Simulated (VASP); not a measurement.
# SnSe2 (P-3m1) in VASP: single point with r2SCAN

Aim: the single point of SnSe2 with r2SCAN.

Everything below comes from runs of VASP 6.6.1. Logs are shortened: lines on timing, memory, paths and dates and some standing lists are left out, and cuts for length are marked.

## Step 1: The cell of the first run

The structure is trigonal, space group P-3m1 (No. 164). Conventional cell: a = 3.825 Å, b = 3.825 Å, c = 6.227 Å, α = 90.00°, β = 90.00°, γ = 120.00°. Within 3.6 Å of Sn (site symmetry -3m) lie 6 Se at 2.71 Å. Se (site symmetry 3m) has 3 Sn at 2.71 Å within 3.6 Å.

## Step 2: Single point, r2SCAN

POSCAR reads:

```
SnSe2
1.0
    3.8251491972      0.0000000000      0.0000000000
   -1.9125745986      3.3126763781      0.0000000000
    0.0000000000      0.0000000000      6.2270814759
Sn Se
1 2
Direct
    0.0000000000      0.0000000000      0.0000000000
    0.3333333333      0.6666666667      0.2530781097
    0.6666666667      0.3333333333      0.7469218903
```

INCAR.step1 reads:

```
PREC = Accurate ; ENCUT = 520
ISMEAR = 0 ; SIGMA = 0.01
LREAL = F ; LASPH = T
NELM = 60 ; NBANDS = 20
GGA = PE ; ALGO = Normal
EDIFF = 1E-4 ; LWAVE = T
LCHARG = F
```

INCAR.step2 reads:

```
PREC = Accurate ; ENCUT = 520
EDIFF = 1E-6 ; ISMEAR = 0
SIGMA = 0.01 ; LREAL = F
LASPH = T ; NELM = 60
ALGO = Normal ; ISIF = 2
LWAVE = F ; LCHARG = F
METAGGA = R2SCAN ; LMIXTAU = T
NBANDS = 20 ; ISTART = 1
```

KPOINTS reads:

```
Automatic mesh
0
Gamma
  12 12 4
```

Potentials or basis: VASP PAW PBE potentials, release 64 (Sn_d, Se).

The run is started by

```sh
cat potpaw_PBE.64/Sn_d/POTCAR potpaw_PBE.64/Se/POTCAR > POTCAR
cp INCAR.step1 INCAR
mpirun -np 1 vasp_std > vasp.out
cp INCAR.step2 INCAR
mpirun -np 1 vasp_std > vasp.out
```

OUTCAR:

```text
PREC = Accurate
   ENCUT = 520
   EDIFF = 1E-6
   ISMEAR = 0
   LREAL = F
   LASPH = T
   NELM = 60
   ISIF = 2
   METAGGA = R2SCAN
   ISTART = 1

 ion  position               nearest neighbor table
   1  0.000  0.000  0.000-   2 2.71   3 2.71   3 2.71   2 2.71   3 2.71   2 2.71
   2  0.333  0.667  0.253-   1 2.71   1 2.71   1 2.71
   3  0.667  0.333  0.747-   1 2.71   1 2.71   1 2.71

  LATTYP: Found a hexagonal cell.
 ALAT       =     3.8251491972
 C/A-ratio  =     1.6279316583

  Lattice vectors:

 A1 = (   3.8251491972,   0.0000000000,   0.0000000000)
 A2 = (  -1.9125745986,   3.3126763781,   0.0000000000)
 A3 = (   0.0000000000,   0.0000000000,   6.2270814759)

Analysis of symmetry for initial positions (statically):
=====================================================================
 Subroutine PRICEL returns:
 Original cell was already a primitive cell.

 Routine SETGRP: Setting up the symmetry group for a
 hexagonal supercell.

 Subroutine GETGRP returns: Found 12 space group operations
 (whereof 12 operations were pure point group operations)
 out of a pool of 24 trial point group operations.

The static configuration has the point symmetry D_3d.

Analysis of symmetry for dynamics (positions and initial velocities):
=====================================================================
 Subroutine PRICEL returns:
 Original cell was already a primitive cell.

 Routine SETGRP: Setting up the symmetry group for a
 hexagonal supercell.

 Subroutine GETGRP returns: Found 12 space group operations
 (whereof 12 operations were pure point group operations)
 out of a pool of 24 trial point group operations.

The dynamic configuration has the point symmetry D_3d.

 Subroutine INISYM returns: Found 12 space group operations
 (whereof 12 operations are pure point group operations),
 and found     1 'primitive' translations

----------------------------------------------------------------------------------------

                                     Primitive cell

  volume of cell :      78.9063

  direct lattice vectors                    reciprocal lattice vectors
     3.825149197  0.000000000  0.000000000     0.261427711  0.150935359  0.000000000
    -1.912574599  3.312676378  0.000000000     0.000000000  0.301870719  0.000000000
     0.000000000  0.000000000  6.227081476     0.000000000  0.000000000  0.160588874

  length of vectors
     3.825149197  3.825149197  6.227081476     0.301870719  0.301870719  0.160588874

  position of ions in fractional coordinates (direct lattice)
     0.000000000  0.000000000  0.000000000
     0.333333333  0.666666667  0.253078110
     0.666666667  0.333333333  0.746921890

  ion indices of the primitive-cell ions
   primitive index   ion index
                 1           1
                 2           2
                 3           3

----------------------------------------------------------------------------------------

 KPOINTS: Automatic mesh

Automatic generation of k-mesh.
 Grid dimensions read from file:
 generate k-points for:   12   12    4

 Generating k-lattice:

  Cartesian coordinates                     Fractional coordinates (reciprocal lattice)
     0.021785643  0.012577947  0.000000000     0.083333333  0.000000000  0.000000000
     0.000000000  0.025155893  0.000000000     0.000000000  0.083333333  0.000000000
     0.000000000  0.000000000  0.040147218     0.000000000  0.000000000  0.250000000

  Length of vectors
     0.025155893  0.025155893  0.040147218

  Shift w.r.t. Gamma in fractional coordinates (k-lattice)
     0.000000000  0.000000000  0.000000000

 Subroutine IBZKPT returns following result:
 ===========================================

 Found     69 irreducible k-points:

 Following reciprocal coordinates:
            Coordinates               Weight
  0.000000  0.000000  0.000000      1.000000
  0.083333  0.000000  0.000000      6.000000
  0.166667  0.000000  0.000000      6.000000
  0.250000 -0.000000  0.000000      6.000000
  0.333333 -0.000000  0.000000      6.000000
  0.416667 -0.000000  0.000000      6.000000
[... 16 lines left out ...]
  0.166667  0.000000  0.250000      6.000000
  0.000000  0.166667  0.250000      6.000000
 [... further k-points ...]
   k-points           NKPTS =     69   k-points in BZ     NKDIM =     69   number of bands    NBANDS=     20
   number of dos      NEDOS =    301   number of ions     NIONS =      3
   total plane-waves  NPLWV =  37632
   dimension x,y,z NGX =    28 NGY =   28 NGZ =   48
   dimension x,y,z NGXF=    56 NGYF=   56 NGZF=   96
   ions per type =               1   2
   NGX,Y,Z   is equivalent  to a cutoff of  12.17, 12.17, 12.81 a.u.
   NGXF,Y,Z  is equivalent  to a cutoff of  24.34, 24.34, 25.63 a.u.
 SYSTEM =  unknown system
   PREC   = accura    normal or accurate (medium, high low for compatibility)
   ISTART =      1    job   : 0-new  1-cont  2-samecut
   ICHARG =      0    charge: 1-file 2-atom 10-const
   ISPIN  =      1    spin polarized calculation?
   LNONCOLLINEAR =      F non collinear calculations
   LSORBIT =      F    spin-orbit coupling
   LASPH  =      T    aspherical Exc in radial PAW
   ENCUT  =  520.0 eV  38.22 Ry    6.18 a.u.   7.11  7.11 11.58*2*pi/ulx,y,z
   NELM   =     60;   NELMIN=  2; NELMDL=  0     # of ELM steps
   EDIFF  = 0.1E-05   stopping-criterion for ELM
   LREAL  =      F    real-space projection
   EDIFFG = 0.1E-04   stopping-criterion for IOM
   NSW    =      0    number of steps for IOM
   IBRION =     -1    ionic relax: 0-MD 1-quasi-New 2-CG
   NFREE  =      0    steps in history (QN), initial steepest desc. (CG)
   ISIF   =      2    stress and relaxation
   ISYM   =      2    0-nonsym 1-usesym 2-fastsym
   POTIM  = 0.5000    time-step for ionic-motion
   TEBEG  =    0.0;   TEEND  =   0.0 temperature during run
   PSTRESS=    0.0 pullay stress
   NELECT =      26.0000    total number of electrons
   NUPDOWN=      -1.0000    fix difference up-down
   EMIN   =  10.00;   EMAX   =-10.00  energy-range for DOS
   EFERMI =   0.00;   METHOD = LEGACY
   ISMEAR =     0;   SIGMA  =   0.01  broadening in eV -4-tet -1-fermi 0-gaus
   EFERMI_NEDOS =   21; number of points for ismear=-14 and -15
   IALGO  =     38    algorithm
   IMIX   =      4    mixing-type and parameters
     AMIX     =   0.40;   BMIX     =  1.00
     AMIX_MAG =   1.60;   BMIX_MAG =  1.00
  volume/ion in A,a.u.               =      26.30       177.50
  Fermi-wavevector in a.u.,A,eV,Ry     =   1.130738  2.136785 17.395978  1.278568
  Thomas-Fermi vector in A             =   2.267435
   LORBIT       =      0    0 simple, 1 ext, 2 COOP (PROOUT), +10 PAW based schemes
   METAGGA = R2SCAN    functional components
   LHFCALC =     F    Hartree Fock is set to
   AEXX    =    0.0000 exact exchange contribution
   IVDW    =     0    specifies the selected vdW correction
   LEPSILON=     F    determine dielectric tensor
   LRPA    =     F    only Hartree local field effects (RPA)
 non-spin polarized calculation
 Gauss-broadening in eV      SIGMA  =   0.01
  energy-cutoff  :      520.00
  volume of cell :       78.91
 maximum number of plane-waves:      2142
   NGX = 15   NGY = 15   NGZ = 23

 number of electron      26.0000000 magnetization

 Free energy of the ion-electron system (eV)
  ---------------------------------------------------
  ext. energy  EPLUGINS =         0.00000000
  ---------------------------------------------------
  free energy    TOTEN  =       -54.62568484 eV

  energy without entropy =      -54.62568484  energy(sigma->0) =      -54.62568484

 E-fermi :   3.7130     XC(G=0):  -9.9200

 val. band max:        3.6407984737   @ k =   0.0833   0.0833   0.0000
 cond. band min:       4.6537033503   @ k =   0.5000  -0.0000   0.5000
 fundamental gap:      1.0129048767
 Fermi energy:         3.7129997715

 k-point     1 :       0.0000    0.0000    0.0000
  band No.  band energies     occupation
      1     -18.2370      2.00000
      2     -18.2369      2.00000
      3     -18.1807      2.00000
      4     -18.1729      2.00000
      5     -18.1729      2.00000
      6     -10.6283      2.00000
[... 12 lines left out ...]
     19      13.2155      0.00000
     20      13.2155      0.00000

 k-point     2 :       0.0833    0.0000    0.0000
  band No.  band energies     occupation
      1     -18.2404      2.00000
      2     -18.2346      2.00000
      3     -18.1789      2.00000
      4     -18.1744      2.00000
      5     -18.1724      2.00000
      6     -10.5581      2.00000
[... 12 lines left out ...]
     19      12.5845      0.00000
     20      13.3102      0.00000

 k-point     3 :       0.1667    0.0000    0.0000
  band No.  band energies     occupation
      1     -18.2507      2.00000
      2     -18.2288      2.00000
      3     -18.1795      2.00000
      4     -18.1721      2.00000
      5     -18.1704      2.00000
      6     -10.3521      2.00000
[... 12 lines left out ...]
     19      12.4871      0.00000
     20      13.5138      0.00000

 k-point     4 :       0.2500   -0.0000    0.0000
  band No.  band energies     occupation
      1     -18.2655      2.00000
      2     -18.2226      2.00000
      3     -18.1847      2.00000
      4     -18.1659      2.00000
      5     -18.1637      2.00000
      6     -10.0269      2.00000
[... 12 lines left out ...]
     19      12.5306      0.00000
     20      13.8738      0.00000

 k-point     5 :       0.3333   -0.0000    0.0000
  band No.  band energies     occupation
      1     -18.2809      2.00000
      2     -18.2183      2.00000
      3     -18.1895      2.00000
      4     -18.1593      2.00000
      5     -18.1550      2.00000
      6      -9.6200      2.00000
[... 12 lines left out ...]
     19      13.2819      0.00000
     20      14.1017      0.00000
[... 353 lines left out ...]
      6     -10.4750      2.00000
[... 12 lines left out ...]
     19      12.4404      0.00000
     20      13.1852      0.00000

 k-point    22 :       0.0000    0.0833    0.2500
  band No.  band energies     occupation
      1     -18.2405      2.00000
      2     -18.2346      2.00000
      3     -18.1788      2.00000
      4     -18.1744      2.00000
      5     -18.1724      2.00000
      6     -10.4749      2.00000
[... 12 lines left out ...]
     19      12.3913      0.00000
     20      12.9120      0.00000

 k-point    23 :       0.1667    0.0000    0.2500
  band No.  band energies     occupation
      1     -18.2507      2.00000
      2     -18.2288      2.00000
      3     -18.1795      2.00000
      4     -18.1720      2.00000
      5     -18.1704      2.00000
      6     -10.2710      2.00000
[... 12 lines left out ...]
     19      12.5337      0.00000
     20      13.4660      0.00000

 k-point    24 :       0.0000    0.1667    0.2500
  band No.  band energies     occupation
      1     -18.2507      2.00000
      2     -18.2288      2.00000
      3     -18.1796      2.00000
      4     -18.1720      2.00000
      5     -18.1704      2.00000
      6     -10.2705      2.00000
[... 12 lines left out ...]
     19      12.2876      0.00000
     20      13.1790      0.00000

 [... further k-points ...]

------------------------ aborting loop because EDIFF is reached ----------------------------------------

  FORCE on cell =-STRESS in cart. coord.  units (eV):
  Direction    XX          YY          ZZ          XY          YZ          ZX
  --------------------------------------------------------------------------------------
  -------------------------------------------------------------------------------------
  Total        0.4890324      0.4890324      0.4678567     -0.0000000      0.0000000      0.0000000
  in kB        9.9297039      9.9297039      9.4997354     -0.0000000      0.0000000      0.0000000
  external PRESSURE =       9.7863811 kB  Pullay stress =       0.0000000 kB

 VOLUME and BASIS-vectors are now :
 -----------------------------------------------------------------------------
  energy-cutoff  :      520.00
  volume of cell :       78.91
      direct lattice vectors                 reciprocal lattice vectors
     3.825149197  0.000000000  0.000000000     0.261427711  0.150935359  0.000000000
    -1.912574599  3.312676378  0.000000000     0.000000000  0.301870719  0.000000000
     0.000000000  0.000000000  6.227081476     0.000000000  0.000000000  0.160588874

 POSITION                                       TOTAL-FORCE (eV/Angst)
 -----------------------------------------------------------------------------------
      0.00000      0.00000      0.00000         0.000000      0.000000      0.000000
     -0.00000      2.20845      1.57594         0.000000     -0.000000     -0.015695
      1.91257      1.10423      4.65114        -0.000000      0.000000      0.015695
 -----------------------------------------------------------------------------------
    total drift:                               -0.000000     -0.000000      0.000000

  FREE ENERGIE OF THE ION-ELECTRON SYSTEM (eV)
  ---------------------------------------------------
  free  energy   TOTEN  =       -54.6256848435 eV

  energy  without entropy=      -54.6256848435  energy(sigma->0) =      -54.62568484
```

Wall time 2.7 min (1 thread of Intel Xeon 6975P-C (Granite Rapids), shared host); peak memory 0.26 GiB.

What came out:

| Item | Value |
| --- | --- |
| Free energy | -54.6257 eV |
| Pressure | 1.0 GPa |
| Largest force | 0.016 eV/Å |
| Band gap on the k mesh | 1.01 eV, indirect (least direct gap 1.49 eV) |

Forces on the atoms (eV/Å):
```
Sn   0.000  0.000  0.000
Se   0.000  0.000 -0.016
Se   0.000  0.000  0.016
```

Caveat: the PAW data sets were made with another functional, which shifts forces and pressure a little; spin-orbit coupling is left out, which moves the levels of the heavy elements. A k mesh can miss the band edges.
